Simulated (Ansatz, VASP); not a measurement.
**HfB2 in VASP and in Ansatz**

The input INCAR:

```
ALGO = Normal ; EDIFF = 1E-6
ENCUT = 520 ; GGA = PS
ISIF = 2 ; ISMEAR = -1
LASPH = True ; LCHARG = False
LREAL = False ; LWAVE = False
NBANDS = 15 ; NELM = 100
PREC = Accurate ; SIGMA = 0.05
```

File KPOINTS:

```
k-points
0
Gamma
  13 13 11
```

The input POSCAR:

```
HfB2
1.0
    3.1504320712      0.0000000000      0.0000000000
   -1.5752160356      2.7283542065      0.0000000000
    0.0000000000      0.0000000000      3.4915615467
Hf B
1 2
Direct
    0.0000000000      0.0000000000      0.0000000000
    0.3333333333      0.6666666667      0.5000000000
    0.6666666667      0.3333333333      0.5000000000
```

Input for Ansatz:

```yaml
crystal:
  lattice:
    - [3.1504320712, 0.0, 0.0]
    - [-1.5752160356, 2.7283542065, 0.0]
    - [0.0, 0.0, 3.4915615467]
  atoms:
    - { symbol: Hf, position: [0.0, 0.0, 0.0] }
    - { symbol: B, position: [0.3333333333, 0.6666666667, 0.5] }
    - { symbol: B, position: [0.6666666667, 0.3333333333, 0.5] }
kpoints:
  mp_grid: { grid: [13, 13, 11] }
  band_path:
    path:
      - [0.0, 0.0, 0.0]
      - [0.5, 0.0, 0.0]
      - [0.3333333333, 0.3333333333, 0.0]
      - [0.0, 0.0, 0.0]
      - [0.0, 0.0, 0.5]
      - [0.5, 0.0, 0.5]
      - [0.3333333333, 0.3333333333, 0.5]
      - [0.0, 0.0, 0.5]
      - [0.5, 0.0, 0.5]
    npoints: 5
scf:
  occupations: { method: fermi_dirac, width: 0.05 }
hamiltonian:
  xc: pbesol
  pseudopotentials: { kind: all_electron, lapw: { basis_error: 0.0005 } }
output:
  forces: true
  stress: true
  eigenvalues: true
```

Change from the starting cell: volume scaled by 1.01.

Alike in both runs: task single point; functional PBEsol; k mesh 13 × 13 × 11; occupations fermi-dirac, width 0.05 eV; no spin polarisation.

```csv
,VASP,Ansatz
version,VASP 6.6.1,Ansatz 0.2.0
potentials or method,"VASP PAW PBE potentials, release 64 (Hf_pv, B), cutoff 520 eV","all-electron LAPW, scalar-relativistic"
```

VASP gave:

| Quantity | Value |
| --- | --- |
| pressure (GPa) | -6.9 |
| traceless stress, the component that is largest in VASP (GPa) | -0.57 |

Question: What did Ansatz give for the same quantities?

Answer: Pressure (GPa): -6.7; traceless stress, the component that is largest in VASP (GPa): -0.66.

VASP's potentials were made for PBE, not for PBEsol. Ansatz ran all-electron here, and VASP with PAW potentials.

Spin-orbit coupling is off throughout.
